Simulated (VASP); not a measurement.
# CdTe (rocksalt type) (Fm-3m) in VASP: a series of runs, part 2 of 2

VASP 6.6.1. The steps go on from the part before.

**3. Density of states, LDA**

This run uses another cell than the first one, of 26.08 Å³/atom, 1.818 times its volume.

Input file POSCAR:

```
CdTe
1.0
    0.0000000000      2.9655789238      2.9655789238
    2.9655789238      0.0000000000      2.9655789238
    2.9655789238      2.9655789238      0.0000000000
Cd Te
1 1
Direct
    0.0000000000      0.0000000000      0.0000000000
    0.5000000000      0.5000000000      0.5000000000
```

Input file INCAR.step1:

```
PREC = Accurate ; ENCUT = 520
EDIFF = 1E-6 ; ISMEAR = -1
SIGMA = 0.05 ; LREAL = False
LASPH = True ; NELM = 80
ALGO = Normal ; ISIF = 2
LWAVE = False ; LCHARG = True
GGA = CA ; NBANDS = 16
```

Input file KPOINTS.step1:

```
regular mesh
0
Gamma
  13 13 13
```

Input file INCAR.step2:

```
PREC = Accurate ; ENCUT = 520
EDIFF = 1E-6 ; ISMEAR = -5
SIGMA = 0.05 ; LREAL = False
LASPH = True ; NELM = 80
ALGO = Normal ; ISIF = 2
LWAVE = False ; LCHARG = False
GGA = CA ; LORBIT = 11
NEDOS = 1001 ; ICHARG = 11
```

Input file KPOINTS.step2:

```
regular mesh
0
Gamma
  20 20 20
```

Potentials or basis: VASP PAW LDA potentials, release 64 (Cd, Te).

On the command line:

```
> cat potpaw_LDA.64/Cd/POTCAR potpaw_LDA.64/Te/POTCAR > POTCAR
> cp INCAR.step1 INCAR
> cp KPOINTS.step1 KPOINTS
> mpirun -np 1 vasp_std > vasp.out
> cp INCAR.step2 INCAR
> cp KPOINTS.step2 KPOINTS
> mpirun -np 1 vasp_std > vasp.out
```

OUTCAR:

```text
PREC = Accurate
   ENCUT = 520
   EDIFF = 1E-6
   ISMEAR = -5
   LREAL = False
   LASPH = True
   NELM = 80
   ISIF = 2
   GGA = CA
   LORBIT = 11
   ICHARG = 11

 ion  position               nearest neighbor table
   1  0.000  0.000  0.000-   2 2.97   2 2.97   2 2.97   2 2.97   2 2.97   2 2.97
   2  0.500  0.500  0.500-   1 2.97   1 2.97   1 2.97   1 2.97   1 2.97   1 2.97

  LATTYP: Found a face centered cubic cell.
 ALAT       =     5.9311578476

  Lattice vectors:

 A1 = (   0.0000000000,   2.9655789238,   2.9655789238)
 A2 = (   2.9655789238,   0.0000000000,   2.9655789238)
 A3 = (   2.9655789238,   2.9655789238,   0.0000000000)

Analysis of symmetry for initial positions (statically):
=====================================================================
 Subroutine PRICEL returns:
 Original cell was already a primitive cell.

 Routine SETGRP: Setting up the symmetry group for a
 face centered cubic supercell.

 Subroutine GETGRP returns: Found 48 space group operations
 (whereof 48 operations were pure point group operations)
 out of a pool of 48 trial point group operations.

The static configuration has the point symmetry O_h .

Analysis of symmetry for dynamics (positions and initial velocities):
=====================================================================
 Subroutine PRICEL returns:
 Original cell was already a primitive cell.

 Routine SETGRP: Setting up the symmetry group for a
 face centered cubic supercell.

 Subroutine GETGRP returns: Found 48 space group operations
 (whereof 48 operations were pure point group operations)
 out of a pool of 48 trial point group operations.

The dynamic configuration has the point symmetry O_h .

 Subroutine INISYM returns: Found 48 space group operations
 (whereof 48 operations are pure point group operations),
 and found     1 'primitive' translations

----------------------------------------------------------------------------------------

                                     Primitive cell

  volume of cell :      52.1625

  direct lattice vectors                    reciprocal lattice vectors
     0.000000000  2.965578924  2.965578924    -0.168601144  0.168601144  0.168601144
     2.965578924  0.000000000  2.965578924     0.168601144 -0.168601144  0.168601144
     2.965578924  2.965578924  0.000000000     0.168601144  0.168601144 -0.168601144

  length of vectors
     4.193961934  4.193961934  4.193961934     0.292025748  0.292025748  0.292025748

  position of ions in fractional coordinates (direct lattice)
     0.000000000  0.000000000  0.000000000
     0.500000000  0.500000000  0.500000000

  ion indices of the primitive-cell ions
   primitive index   ion index
                 1           1
                 2           2

----------------------------------------------------------------------------------------

 KPOINTS: regular mesh

Automatic generation of k-mesh.
 Grid dimensions read from file:
 generate k-points for:   20   20   20

 Generating k-lattice:

[... 42 lines left out ...]
 -0.400000  0.050000  0.000000     24.000000
 -0.350000  0.050000  0.000000     24.000000
 [... further k-points ...]
   k-points           NKPTS =    256   k-points in BZ     NKDIM =    256   number of bands    NBANDS=     13
   number of dos      NEDOS =   1001   number of ions     NIONS =      2
   total plane-waves  NPLWV =  32768
   dimension x,y,z NGX =    32 NGY =   32 NGZ =   32
   dimension x,y,z NGXF=    64 NGYF=   64 NGZF=   64
   ions per type =               1   1
   NGX,Y,Z   is equivalent  to a cutoff of  12.68, 12.68, 12.68 a.u.
   NGXF,Y,Z  is equivalent  to a cutoff of  25.37, 25.37, 25.37 a.u.
 SYSTEM =  unknown system
   PREC   = accura    normal or accurate (medium, high low for compatibility)
   ISTART =      0    job   : 0-new  1-cont  2-samecut
   ICHARG =     11    charge: 1-file 2-atom 10-const
   ISPIN  =      1    spin polarized calculation?
   LNONCOLLINEAR =      F non collinear calculations
   LSORBIT =      F    spin-orbit coupling
   LASPH  =      T    aspherical Exc in radial PAW
   ENCUT  =  520.0 eV  38.22 Ry    6.18 a.u.   7.80  7.80  7.80*2*pi/ulx,y,z
   NELM   =     80;   NELMIN=  2; NELMDL=  0     # of ELM steps
   EDIFF  = 0.1E-05   stopping-criterion for ELM
   LREAL  =      F    real-space projection
   EDIFFG = 0.1E-04   stopping-criterion for IOM
   NSW    =      0    number of steps for IOM
   IBRION =     -1    ionic relax: 0-MD 1-quasi-New 2-CG
   NFREE  =      0    steps in history (QN), initial steepest desc. (CG)
   ISIF   =      2    stress and relaxation
   ISYM   =      2    0-nonsym 1-usesym 2-fastsym
   POTIM  = 0.5000    time-step for ionic-motion
   TEBEG  =    0.0;   TEEND  =   0.0 temperature during run
   PSTRESS=    0.0 pullay stress
   NELECT =      18.0000    total number of electrons
   NUPDOWN=      -1.0000    fix difference up-down
   EMIN   =  10.00;   EMAX   =-10.00  energy-range for DOS
   EFERMI =   0.00;   METHOD = LEGACY
   ISMEAR =    -5;   SIGMA  =   0.05  broadening in eV -4-tet -1-fermi 0-gaus
   EFERMI_NEDOS =   21; number of points for ismear=-14 and -15
   IALGO  =     38    algorithm
   IMIX   =      4    mixing-type and parameters
     AMIX     =   0.40;   BMIX     =  1.00
     AMIX_MAG =   1.60;   BMIX_MAG =  1.00
  volume/ion in A,a.u.               =      26.08       176.00
  Fermi-wavevector in a.u.,A,eV,Ry     =   1.148276  2.169926 17.939787  1.318537
  Thomas-Fermi vector in A             =   2.284951
   LORBIT       =     11    0 simple, 1 ext, 2 COOP (PROOUT), +10 PAW based schemes
   GGA     = CA    functional components
   LHFCALC =     F    Hartree Fock is set to
   AEXX    =    0.0000 exact exchange contribution
   IVDW    =     0    specifies the selected vdW correction
   LEPSILON=     F    determine dielectric tensor
   LRPA    =     F    only Hartree local field effects (RPA)
 non-spin polarized calculation
 Fermi weights with tetrahedron method with Bloechl corrections
  energy-cutoff  :      520.00
  volume of cell :       52.16
 maximum number of plane-waves:      1424

 number of electron      18.0000001 magnetization

 Free energy of the ion-electron system (eV)
  ---------------------------------------------------
  ext. energy  EPLUGINS =         0.00000000
  ---------------------------------------------------
  free energy    TOTEN  =        -5.82655855 eV

  energy without entropy =       -5.82655855  energy(sigma->0) =       -5.82655855

 E-fermi :   4.6287     XC(G=0): -10.3971

 val. band max:        4.7009810180   @ k =   0.5000   0.0000   0.0000
 cond. band min:       4.5881743522   @ k =   0.4000   0.3500   0.0500
 fundamental gap:     -0.1128066658
 Fermi energy:         4.6286805972

 k-point     1 :       0.0000    0.0000    0.0000
  band No.  band energies     occupation
      1      -7.5183      2.00000
      2      -3.8022      2.00000
      3      -3.8022      2.00000
      4      -3.7489      2.00000
      5      -3.7489      2.00000
      6      -3.7489      2.00000
      7       4.1362      2.00000
      8       4.1362      2.00000
      9       4.1362      2.00000
     10       5.2813      0.00000
     11      11.8358      0.00000
     12      11.8358      0.00000
     13      11.8358      0.00000
[... 354 lines left out ...]
  band No.  band energies     occupation
      1      -6.4983      2.00000
      2      -3.9766      2.00000
      3      -3.9494      2.00000
      4      -3.8303      2.00000
      5      -3.6628      2.00000
      6      -3.6519      2.00000
      7      -0.3632      2.00000
      8       4.1917      2.00000
      9       4.7222      0.02540
     10       7.6275      0.00000
     11       8.7713      0.00000
     12       8.8298      0.00000
     13      10.3400      0.00000

 [... further k-points ...]
[... 5 lines left out ...]
  --------------------------------------------------------------------------------------
  -------------------------------------------------------------------------------------
  Total        0.1241936      0.1241936      0.1241936     -0.0000000     -0.0000000      0.0000000
  in kB        3.8146214      3.8146214      3.8146214     -0.0000000     -0.0000000      0.0000000
  external PRESSURE =       3.8146214 kB  Pullay stress =       0.0000000 kB

 VOLUME and BASIS-vectors are now :
 -----------------------------------------------------------------------------
  energy-cutoff  :      520.00
  volume of cell :       52.16
      direct lattice vectors                 reciprocal lattice vectors
     0.000000000  2.965578924  2.965578924    -0.168601144  0.168601144  0.168601144
     2.965578924  0.000000000  2.965578924     0.168601144 -0.168601144  0.168601144
     2.965578924  2.965578924  0.000000000     0.168601144  0.168601144 -0.168601144

 POSITION                                       TOTAL-FORCE (eV/Angst)
 -----------------------------------------------------------------------------------
      0.00000      0.00000      0.00000         0.000000     -0.000000      0.000000
      2.96558      2.96558      2.96558        -0.000000      0.000000     -0.000000
 -----------------------------------------------------------------------------------
    total drift:                                0.000000     -0.000000     -0.000000

  FREE ENERGIE OF THE ION-ELECTRON SYSTEM (eV)
  ---------------------------------------------------
  free  energy   TOTEN  =        -5.8265585513 eV

  energy  without entropy=       -5.8265585513  energy(sigma->0) =       -5.82655855

 total charge

# of ion       s       p       d       tot
------------------------------------------
    1        0.480   0.281   9.528  10.289
    2        1.382   2.013   0.031   3.426
--------------------------------------------------
tot          1.863   2.293   9.559  13.714
```

It took 88 s on 1 thread of Intel Xeon 6975P-C, shared host; peak memory 0.31 GiB.

What came out:

| Quantity | Value |
| --- | --- |
| Valence electrons inside the program's atomic spheres | Cd 10.29; Te 3.43 |

Levels at points of the mesh, in eV from the Fermi level:
| k point | band 6 | band 7 | band 8 | band 9 | band 10 | band 11 | band 12 | band 13 |
| --- | --- | --- | --- | --- | --- | --- | --- | --- |
| (0.00, 0.00, 0.00) | -8.38 | -0.49 | -0.49 | -0.49 | 0.65 | 7.21 | 7.21 | 7.21 |
| (0.50, 0.00, 0.00) | -8.27 | -5.61 | 0.07 | 0.07 | 2.67 | 3.91 | 3.91 | 5.16 |
| (0.50, 0.50, 0.00) | -7.41 | -4.60 | -2.32 | -2.32 | -1.41 | 4.15 | 9.64 | 9.64 |

Caveat: spin-orbit coupling is left out, which moves the levels of the heavy elements; tetrahedron occupations give inexact forces and stress in metals.
